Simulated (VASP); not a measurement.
ZnS:

```
Zn S
1.0
     3.81100    0.00000    0.00000
    -1.90550    3.30042    0.00000
     0.00000    0.00000    6.23400
Zn S
2 2
Direct
  0.66667 0.33333 0.50000
  0.33333 0.66667 0.00000
  0.66667 0.33333 0.88500
  0.33333 0.66667 0.38500
```

| Quantity | Value |
| --- | --- |
| Program | VASP 6.6.1 |
| Task | relaxation of cell and atoms |
| Functional | RPBE |
| Dispersion | D3(BJ) |
| Potentials or basis | VASP PAW PBE potentials, release 64 (Zn, S) |
| Cutoff | 600 eV |
| k mesh | 8 × 8 × 5 |
| Occupations | fermi-dirac, width 0.05 eV |
| Spin | no spin polarisation |

At the start: pressure -5.3 GPa; volume 19.60 Å³/atom.

Question: How do energy, volume and symmetry change on relaxing?

Answer: Over 10 steps the energy falls by 31.4 meV/atom and the volume is 18.17 Å³/atom (-7.3 %); space group P6_3mc (No. 186, to 0.1 Å) before and after.

Step by step:
```tsv
step	energy change (eV)	largest force (eV/Å)	pressure (GPa)	volume (Å³)
1	0.0000	0.3359	-5.29	78.41
2	-0.1145	0.0276	1.75	71.28
3	-0.1215	0.1131	0.20	72.56
4	-0.1214	0.1200	0.04	72.67
5	-0.1230	0.0344	-0.10	72.81
6	-0.1231	0.0093	-0.20	72.84
7	-0.1244	0.0009	-0.04	72.74
8	-0.1256	0.0179	0.21	72.52
9	-0.1256	0.0200	-0.15	72.77
10	-0.1257	0.0042	-0.04	72.67
```

Final structure:
```cif
data_structure
_symmetry_space_group_name_H-M 'P 1'
_symmetry_Int_Tables_number 1
_cell_length_a 3.7155
_cell_length_b 3.7155
_cell_length_c 6.0779
_cell_angle_alpha 90.000
_cell_angle_beta 90.000
_cell_angle_gamma 120.000
_cell_volume 72.67
loop_
_atom_site_label
_atom_site_type_symbol
_atom_site_fract_x
_atom_site_fract_y
_atom_site_fract_z
_atom_site_occupancy
Zn1 Zn 0.66667 0.33333 0.50500 1
Zn2 Zn 0.33333 0.66667 0.00500 1
S1 S 0.66667 0.33333 0.88000 1
S2 S 0.33333 0.66667 0.38000 1
```

Caveat: the PAW data sets were made with another functional, which shifts forces and pressure a little.
